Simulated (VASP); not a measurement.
Set up this calculation in VASP 6.6.1, as the native input.

| Property | Result |
| --- | --- |
| Task | single point |
| Functional | PBE |
| Potentials or basis | VASP PAW PBE potentials, release 64 (Ta_pv, As) |
| Cutoff | 520 eV |
| k mesh | 18 × 18 × 18 |
| Occupations | gaussian, width 0.1 eV |
| Spin | no spin polarisation |
| Dipole correction | no |
| Further INCAR settings | ALGO = Normal; EDIFF = 1e-07; NBANDS = 15 |

The structure of TaAs lies in POSCAR:

```
TaAs
1.0
    3.2146747727      0.0000000000      0.0000000000
    0.0000000000      3.2146747727      0.0000000000
    0.0000000000      0.0000000000      3.2146747727
Ta As
1 1
Direct
    0.5000000000      0.5000000000      0.5000000000
    0.0000000000      0.0000000000      0.0000000000
```

One way to write it, as run:

INCAR

```
ALGO     = Normal         # electronic algorithm
EDIFF    = 1E-7           # SCF threshold, eV
ENCUT    = 520            # plane-wave cutoff, eV
GGA      = PE             # functional
ISIF     = 2              # what is computed and relaxed
ISMEAR   = 0              # smearing method
LASPH    = T              # aspherical terms in the spheres
LCHARG   = F              # write CHGCAR
LREAL    = F              # projectors in reciprocal space
LWAVE    = F              # write WAVECAR
NBANDS   = 15             # bands
NELM     = 80             # most SCF steps
PREC     = Accurate       # precision mode
SIGMA    = 0.1            # smearing width, eV
```

KPOINTS

```
k-points
0
Gamma
  18 18 18
```

Potentials or basis: VASP PAW PBE potentials, release 64 (Ta_pv, As).

Command:

```sh
$ cat potpaw_PBE.64/Ta_pv/POTCAR potpaw_PBE.64/As/POTCAR > POTCAR
$ mpirun -np 1 vasp_std > vasp.out
```

It gave:

| Quantity | Value |
| --- | --- |
| Pressure | 0.4 GPa |
| Band gap on the k mesh | zero (band 8 reaches 10.67 eV, above the bottom of band 9 at 7.32 eV) |

Caveat: spin-orbit coupling is left out, which moves the levels of the heavy elements.

Run time: 22 s on 1 thread of Intel(R) Xeon(R) 6975P-C (Granite Rapids), on a shared host, peak memory 0.23 GiB.
